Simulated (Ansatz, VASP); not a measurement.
## Al2O3: VASP beside Ansatz

```
Al O
1.0
     3.01748    0.00000    0.00000
    -1.50874    2.61322    0.00000
     0.00000    0.00000    7.57464
Al O
2 3
Direct
  0.00000 0.00000 0.27795
  0.00000 0.00000 0.72205
  0.33333 0.66667 0.19945
  0.66667 0.33333 0.80055
  0.00000 0.00000 0.50000
```

Alike in both runs: task single point; functional BLYP; k mesh 12 × 12 × 4; no spin polarisation.

```csv
,VASP,Ansatz
version,VASP 6.6.1,Ansatz 0.2.0
potentials or method,"VASP PAW PBE potentials, release 64 (Al, O)","plane waves, PAW"
plane-wave cutoff (eV),520,420
occupations,"gaussian, width 0.01 eV",fixed
valence electrons in the cell,24,24
```

|  | VASP | Ansatz | Ansatz less VASP |
| --- | --- | --- | --- |
| pressure (GPa) | 2.0 | 1.3 | -0.66 |
| traceless stress, the component that is largest in VASP (GPa) | -0.67 | -1.08 | -0.410 |
| rms of the force components (eV/Å) | 0.057 | 0.062 | +0.0049 |

VASP's potentials were made for PBE, not for BLYP. Atom by atom the forces differ by 0.040 eV/Å (rms over components).
